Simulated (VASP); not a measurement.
Pd:

```
Pd
1.0
     0.00000    2.70823    2.70823
     2.70823    0.00000    2.70823
     2.70823    2.70823    0.00000
Pd
2
Direct
  0.12500 0.12500 0.12500
  0.87500 0.87500 0.87500
```

This isn't the form of Pd at room conditions, which is fcc.

| Item | Value |
| --- | --- |
| Program | VASP 6.6.1 |
| Task | relaxation of cell and atoms |
| Functional | RPBE |
| Potentials or basis | VASP PAW PBE potentials, release 64 (Pd) |
| Cutoff | 600 eV |
| k mesh | 10 × 10 × 10 |
| Occupations | fermi-dirac, width 0.05 eV |
| Spin | collinear spin |
| Starting moments | [0.5, -0.5] μB |

At the start: pressure 26.9 GPa; volume 19.86 Å³/atom.

Problem. Where does the relaxation end?

Solution. Over 3 steps the energy falls by 362.2 meV/atom and the volume is 25.51 Å³/atom (+28.4 %); space group Fd-3m (No. 227, to 0.1 Å) before and after; moment 0.00 μB per cell.

Step by step:
```tsv
step	energy change (eV)	largest force (eV/Å)	pressure (GPa)	volume (Å³)
1	0.0000	0.0000	26.91	39.73
2	-0.4594	0.0000	-6.15	62.16
3	-0.7244	0.0000	-0.02	51.02
```

Final structure:
```
CELL_PARAMETERS angstrom
0.00000 2.94385 2.94385
2.94385 0.00000 2.94385
2.94385 2.94385 0.00000
ATOMIC_POSITIONS crystal
Pd 0.12500 0.12500 0.12500
Pd 0.87500 0.87500 0.87500
```

Caveat: the volume moved by over 15 % at a fixed basis, so the end points are rough; the PAW data sets were made with another functional, which shifts forces and pressure a little.
